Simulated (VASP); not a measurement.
# In (R-3m) in VASP: a series of runs

The runs below take In through single point, with PBE.

Program: VASP 6.6.1. These are calculated values, not measurements. Logs are shortened: lines on timing, memory, paths and dates and some standing lists are left out, and cuts for length are marked.

## Step 1: The cell of the first run

The structure is trigonal, space group R-3m (No. 166). The conventional cell has a = 3.454 Å, b = 3.454 Å, c = 23.254 Å, α = 90.00°, β = 90.00°, γ = 120.00°. In (site symmetry -3m) has 12 In at 3.13 to 3.45 Å within 4.1 Å. Within 4.1 Å of In (site symmetry 3m) lie 12 In at 3.13 to 3.54 Å.

## Step 2: Single point, PBE (strained)

INCAR

```
PREC     = Accurate       # precision mode
ENCUT    = 520            # plane-wave cutoff, eV
EDIFF    = 1E-6           # SCF threshold, eV
ISMEAR   = 0              # smearing method
SIGMA    = 0.1            # smearing width, eV
LREAL    = F              # projectors in reciprocal space
LASPH    = T              # aspherical terms in the spheres
NELM     = 100            # most SCF steps
ALGO     = Fast           # electronic algorithm
ISIF     = 2              # what is computed and relaxed
LWAVE    = F              # write WAVECAR
LCHARG   = T              # write CHGCAR
GGA      = PE             # functional
LELF     = T              # ELF
LVHAR    = T            
NBANDS   = 26             # bands
```

KPOINTS

```
regular mesh
0
Gamma
  15 15 15
```

POSCAR

```
In
1.0
    1.7271224122      0.9971545896      7.7513745172
   -1.7271224122      0.9971545896      7.7513745172
    0.0000000000     -1.9943091792      7.7513745172
In
3
Direct
    0.0000000000      0.0000000000      0.0000000000
    0.7705510743      0.7705510743      0.7705510743
    0.2294489257      0.2294489257      0.2294489257
```

Potentials or basis: VASP PAW PBE potentials, release 64 (In_d).

On the command line:

```sh
cat potpaw_PBE.64/In_d/POTCAR > POTCAR
mpirun -np 1 vasp_std > vasp.out
```

OUTCAR:

```text
PREC = Accurate
   ENCUT = 520
   EDIFF = 1E-6
   ISMEAR = 0
   LREAL = F
   LASPH = T
   NELM = 100
   ISIF = 2
   GGA = PE

 ion  position               nearest neighbor table
   1  0.000  0.000  0.000-   2 3.13   3 3.13   2 3.13   2 3.13   3 3.13   3 3.13
   2  0.771  0.771  0.771-   1 3.13   1 3.13   1 3.13   3 3.54   3 3.54   3 3.54
   3  0.229  0.229  0.229-   1 3.13   1 3.13   1 3.13   2 3.54   2 3.54   2 3.54

  LATTYP: Found a trigonal (rhomboedric) cell.
 ALAT       =     8.0038163402
 COS(alpha) =     0.9068716290

  Lattice vectors:

 A1 = (   1.7271224122,   0.9971545896,   7.7513745172)
 A2 = (  -1.7271224122,   0.9971545896,   7.7513745172)
 A3 = (   0.0000000000,  -1.9943091792,   7.7513745172)

Analysis of symmetry for initial positions (statically):
=====================================================================
 Subroutine PRICEL returns:
 Original cell was already a primitive cell.

 Routine SETGRP: Setting up the symmetry group for a
 trigonal (rhombohedral) supercell.

 Subroutine GETGRP returns: Found 12 space group operations
 (whereof 12 operations were pure point group operations)
 out of a pool of 12 trial point group operations.

The static configuration has the point symmetry D_3d.

Analysis of symmetry for dynamics (positions and initial velocities):
=====================================================================
 Subroutine PRICEL returns:
 Original cell was already a primitive cell.

 Routine SETGRP: Setting up the symmetry group for a
 trigonal (rhombohedral) supercell.

 Subroutine GETGRP returns: Found 12 space group operations
 (whereof 12 operations were pure point group operations)
 out of a pool of 12 trial point group operations.

The dynamic configuration has the point symmetry D_3d.

 Subroutine INISYM returns: Found 12 space group operations
 (whereof 12 operations are pure point group operations),
 and found     1 'primitive' translations

----------------------------------------------------------------------------------------

                                     Primitive cell

  volume of cell :      80.0969

  direct lattice vectors                    reciprocal lattice vectors
     1.727122412  0.997154590  7.751374517     0.289498878  0.167142255  0.043003126
    -1.727122412  0.997154590  7.751374517    -0.289498878  0.167142255  0.043003126
     0.000000000 -1.994309179  7.751374517     0.000000000 -0.334284510  0.043003126

  length of vectors
     8.003816340  8.003816340  8.003816340     0.337039170  0.337039170  0.337039170

  position of ions in fractional coordinates (direct lattice)
     0.000000000  0.000000000  0.000000000
     0.770551074  0.770551074  0.770551074
     0.229448926  0.229448926  0.229448926

  ion indices of the primitive-cell ions
   primitive index   ion index
                 1           1
                 2           2
                 3           3

----------------------------------------------------------------------------------------

 KPOINTS: regular mesh

Automatic generation of k-mesh.
 Grid dimensions read from file:
 generate k-points for:   15   15   15

 Generating k-lattice:

  Cartesian coordinates                     Fractional coordinates (reciprocal lattice)
     0.019299925  0.011142817  0.002866875     0.066666667  0.000000000  0.000000000
    -0.019299925  0.011142817  0.002866875     0.000000000  0.066666667  0.000000000
     0.000000000 -0.022285634  0.002866875     0.000000000  0.000000000  0.066666667

  Length of vectors
     0.022469278  0.022469278  0.022469278

  Shift w.r.t. Gamma in fractional coordinates (k-lattice)
     0.000000000  0.000000000  0.000000000

 Subroutine IBZKPT returns following result:
 ===========================================

 Found    344 irreducible k-points:

 Following reciprocal coordinates:
            Coordinates               Weight
  0.000000  0.000000  0.000000      1.000000
  0.066667  0.000000  0.000000      6.000000
  0.133333  0.000000  0.000000      6.000000
  0.200000  0.000000  0.000000      6.000000
  0.266667  0.000000  0.000000      6.000000
  0.333333  0.000000 -0.000000      6.000000
[... 16 lines left out ...]
  0.133333  0.133333  0.000000      6.000000
  0.200000  0.133333  0.000000     12.000000
 [... further k-points ...]
   k-points           NKPTS =    344   k-points in BZ     NKDIM =    344   number of bands    NBANDS=     26
   number of dos      NEDOS =    301   number of ions     NIONS =      3
   total plane-waves  NPLWV = 216000
   dimension x,y,z NGX =    60 NGY =   60 NGZ =   60
   dimension x,y,z NGXF=   120 NGYF=  120 NGZF=  120
   ions per type =               3
   NGX,Y,Z   is equivalent  to a cutoff of  12.46, 12.46, 12.46 a.u.
   NGXF,Y,Z  is equivalent  to a cutoff of  24.93, 24.93, 24.93 a.u.
 SYSTEM =  unknown system
   PREC   = accura    normal or accurate (medium, high low for compatibility)
   ISTART =      0    job   : 0-new  1-cont  2-samecut
   ICHARG =      2    charge: 1-file 2-atom 10-const
   ISPIN  =      1    spin polarized calculation?
   LNONCOLLINEAR =      F non collinear calculations
   LSORBIT =      F    spin-orbit coupling
   LASPH  =      T    aspherical Exc in radial PAW
   ENCUT  =  520.0 eV  38.22 Ry    6.18 a.u.  14.88 14.88 14.88*2*pi/ulx,y,z
   NELM   =    100;   NELMIN=  2; NELMDL= -5     # of ELM steps
   EDIFF  = 0.1E-05   stopping-criterion for ELM
   LREAL  =      F    real-space projection
   EDIFFG = 0.1E-04   stopping-criterion for IOM
   NSW    =      0    number of steps for IOM
   IBRION =     -1    ionic relax: 0-MD 1-quasi-New 2-CG
   NFREE  =      0    steps in history (QN), initial steepest desc. (CG)
   ISIF   =      2    stress and relaxation
   ISYM   =      2    0-nonsym 1-usesym 2-fastsym
   POTIM  = 0.5000    time-step for ionic-motion
   TEBEG  =    0.0;   TEEND  =   0.0 temperature during run
   PSTRESS=    0.0 pullay stress
   NELECT =      39.0000    total number of electrons
   NUPDOWN=      -1.0000    fix difference up-down
   EMIN   =  10.00;   EMAX   =-10.00  energy-range for DOS
   EFERMI =   0.00;   METHOD = LEGACY
   ISMEAR =     0;   SIGMA  =   0.10  broadening in eV -4-tet -1-fermi 0-gaus
   EFERMI_NEDOS =   21; number of points for ismear=-14 and -15
   IALGO  =     68    algorithm
   IMIX   =      4    mixing-type and parameters
     AMIX     =   0.40;   BMIX     =  1.00
     AMIX_MAG =   1.60;   BMIX_MAG =  1.00
  volume/ion in A,a.u.               =      26.70       180.17
  Fermi-wavevector in a.u.,A,eV,Ry     =   1.287927  2.433829 22.568737  1.658755
  Thomas-Fermi vector in A             =   2.419911
   LORBIT       =      0    0 simple, 1 ext, 2 COOP (PROOUT), +10 PAW based schemes
   GGA     = PE    functional components
   LHFCALC =     F    Hartree Fock is set to
   AEXX    =    0.0000 exact exchange contribution
   IVDW    =     0    specifies the selected vdW correction
   LEPSILON=     F    determine dielectric tensor
   LRPA    =     F    only Hartree local field effects (RPA)
 non-spin polarized calculation
 RMM-DIIS sequential band-by-band and
 Gauss-broadening in eV      SIGMA  =   0.10
  energy-cutoff  :      520.00
  volume of cell :       80.10
 maximum number of plane-waves:      2180
   NGX = 29   NGY = 29   NGZ = 29

 number of electron      39.0000003 magnetization

 Free energy of the ion-electron system (eV)
  ---------------------------------------------------
  ext. energy  EPLUGINS =         0.00000000
  ---------------------------------------------------
  free energy    TOTEN  =        -7.50265048 eV

  energy without entropy =       -7.49431545  energy(sigma->0) =       -7.49848296

 E-fermi :   7.2766     XC(G=0): -10.1392

 val. band max:        7.2762423527   @ k =  -0.4000   0.4000   0.0667
 cond. band min:       7.2809956526   @ k =  -0.1333   0.2667   0.1333
 fundamental gap:      0.0047532998
 Fermi energy:         7.2765683749

 k-point     1 :       0.0000    0.0000    0.0000
  band No.  band energies     occupation
      1      -7.4670      2.00000
      2      -7.4560      2.00000
      3      -7.4560      2.00000
      4      -7.3817      2.00000
      5      -7.3817      2.00000
      6      -7.3147      2.00000
[... 18 lines left out ...]
     25      16.6294      0.00000
     26      17.1596      0.00000

 k-point     2 :       0.0667    0.0000    0.0000
  band No.  band energies     occupation
      1      -7.4669      2.00000
      2      -7.4582      2.00000
      3      -7.4518      2.00000
      4      -7.3859      2.00000
      5      -7.3744      2.00000
      6      -7.3067      2.00000
[... 18 lines left out ...]
     25      16.0797      0.00000
     26      16.9149      0.00000

 k-point     3 :       0.1333    0.0000    0.0000
  band No.  band energies     occupation
      1      -7.4849      2.00000
      2      -7.4481      2.00000
      3      -7.4431      2.00000
      4      -7.3971      2.00000
      5      -7.3524      2.00000
      6      -7.3052      2.00000
[... 18 lines left out ...]
     25      15.1719      0.00000
     26      15.9627      0.00000

 k-point     4 :       0.2000    0.0000    0.0000
  band No.  band energies     occupation
      1      -7.5116      2.00000
      2      -7.4423      2.00000
      3      -7.4389      2.00000
      4      -7.4093      2.00000
      5      -7.3163      2.00000
      6      -7.3159      2.00000
[... 18 lines left out ...]
     25      13.7620      0.00000
     26      15.0691      0.00000
[... 496 lines left out ...]
      1      -7.4705      2.00000
      2      -7.4649      2.00000
      3      -7.4399      2.00000
      4      -7.3925      2.00000
      5      -7.3609      2.00000
      6      -7.2981      2.00000
[... 18 lines left out ...]
     25      16.1685      0.00000
     26      16.5412      0.00000

 k-point    23 :       0.1333    0.1333    0.0000
  band No.  band energies     occupation
      1      -7.4820      2.00000
      2      -7.4498      2.00000
      3      -7.4444      2.00000
      4      -7.3937      2.00000
      5      -7.3553      2.00000
      6      -7.3097      2.00000
[... 18 lines left out ...]
     25      15.1552      0.00000
     26      16.3597      0.00000

 k-point    24 :       0.2000    0.1333    0.0000
  band No.  band energies     occupation
      1      -7.4889      2.00000
      2      -7.4635      2.00000
      3      -7.4293      2.00000
      4      -7.4021      2.00000
      5      -7.3363      2.00000
      6      -7.3062      2.00000
[... 18 lines left out ...]
     25      15.3795      0.00000
     26      15.6967      0.00000

 [... further k-points ...]

------------------------ aborting loop because EDIFF is reached ----------------------------------------

  FORCE on cell =-STRESS in cart. coord.  units (eV):
  Direction    XX          YY          ZZ          XY          YZ          ZX
  --------------------------------------------------------------------------------------
  -------------------------------------------------------------------------------------
  Total        0.8690745      0.8690745      1.6740299      0.0000000      0.0000000      0.0000000
  in kB       17.3840917     17.3840917     33.4856106      0.0000000      0.0000000      0.0000000
  external PRESSURE =      22.7512647 kB  Pullay stress =       0.0000000 kB

 VOLUME and BASIS-vectors are now :
 -----------------------------------------------------------------------------
  energy-cutoff  :      520.00
  volume of cell :       80.10
      direct lattice vectors                 reciprocal lattice vectors
     1.727122412  0.997154590  7.751374517     0.289498878  0.167142255  0.043003126
    -1.727122412  0.997154590  7.751374517    -0.289498878  0.167142255  0.043003126
     0.000000000 -1.994309179  7.751374517     0.000000000 -0.334284510  0.043003126

 POSITION                                       TOTAL-FORCE (eV/Angst)
 -----------------------------------------------------------------------------------
      0.00000      0.00000      0.00000         0.000000      0.000000      0.000000
      0.00000      0.00000     17.91849         0.000000     -0.000000      0.682915
      0.00000      0.00000      5.33563         0.000000      0.000000     -0.682915
 -----------------------------------------------------------------------------------
    total drift:                                0.000000      0.000000      0.000000

  FREE ENERGIE OF THE ION-ELECTRON SYSTEM (eV)
  ---------------------------------------------------
  free  energy   TOTEN  =        -7.5026504817 eV

  energy  without entropy=       -7.4943154472  energy(sigma->0) =       -7.49848296
```

Wall time 22 min (1 thread of Intel Xeon 6975P-C (Granite Rapids), shared host); peak memory 0.85 GiB.

What came out:

| Quantity | Value |
| --- | --- |
| Free energy | -7.5027 eV |
| Pressure | 2.3 GPa |
| Largest force | 0.683 eV/Å |
| Band gap on the k mesh | zero (an odd number of electrons rules out a gap without spin polarisation) |

Forces on the atoms (eV/Å):
```
In   0.000  0.000  0.000
In   0.000  0.000  0.683
In   0.000  0.000 -0.683
```

Levels at points of the mesh, in eV from the Fermi level:
| k point | band 15 | band 16 | band 17 | band 18 | band 19 | band 20 | band 21 | band 22 | band 23 | band 24 |
| --- | --- | --- | --- | --- | --- | --- | --- | --- | --- | --- |
| (0.00, 0.00, 0.00) | -14.30 | -9.54 | -7.03 | -6.16 | 1.29 | 2.15 | 7.35 | 7.35 | 7.83 | 7.83 |

Caveat: the cell differs from its parent crystal (strained); spin-orbit coupling is left out, which moves the levels of the heavy elements.

(Part 1 of 2 ends here.)
